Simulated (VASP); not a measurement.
Input of a VASP 6.6.1 run:

File INCAR:

```
PREC = Accurate
ENCUT = 520
EDIFF = 1E-7
ISMEAR = 0
SIGMA = 0.05
LREAL = False
LASPH = True
NELM = 60
ALGO = Normal
ISIF = 2
LWAVE = False
LCHARG = False
GGA = PS
NBANDS = 14
```

KPOINTS

```
regular mesh
0
Gamma
  8 8 8
```

The input POSCAR:

```
NaF
1.0
    0.0000000000      2.2798542900      2.3233000000
    2.3667457100      0.0000000000      2.3233000000
    2.3667457100      2.2798542900      0.0000000000
Na F
1 1
Direct
    0.0000000000      0.0000000000      0.0000000000
    0.5000000000      0.5000000000      0.5000000000
```

Potentials or basis: VASP PAW PBE potentials, release 64 (Na_pv, F).

The run is started by

```sh
$ cat potpaw_PBE.64/Na_pv/POTCAR potpaw_PBE.64/F/POTCAR > POTCAR
$ mpirun -np 1 vasp_std > vasp.out
```

(1) What does it give for the band gap on the k mesh?

(2) Estimate the pressure.

## Answers

(1) 6.12 eV, direct.

(2) -0.4 GPa.

Caveat: the cell differs from its parent crystal (strain +0.0187 x Voigt [1, -1, 0, 0, 0, 0]); the PAW data sets were made with another functional, which shifts forces and pressure a little.
